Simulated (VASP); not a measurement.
TePb:

```
Pb Te
1.0
     0.00000    3.13295    3.13295
     3.13295    0.00000    3.13295
     3.13295    3.13295    0.00000
Pb Te
1 1
Direct
  0.00000 0.00000 0.00000
  0.50000 0.50000 0.50000
```

Base run:

| Quantity | Value |
| --- | --- |
| Program | VASP 6.6.1 |
| Functional | PBEsol |
| Dispersion | D3(BJ) |
| Potentials or basis | VASP PAW PBE potentials, release 64 (Pb_d, Te) |
| Cutoff | 500 eV |
| k mesh | 5 × 5 × 5 |
| Occupations | fermi-dirac, width 0.0309 eV |
| Spin | no spin polarisation |

Its results: pressure 2.1 GPa.

The run is repeated on the same cell with these changes: dispersion from D3(BJ) to none. What comes out?

Pressure 4.5 GPa.

Dispersion adds attraction, which lowers the pressure at fixed volume and, as a term added to the energy, leaves the levels alone.

Caveats: the PAW data sets were made with another functional, which shifts forces and pressure a little; spin-orbit coupling is left out, which moves the levels of the heavy elements.
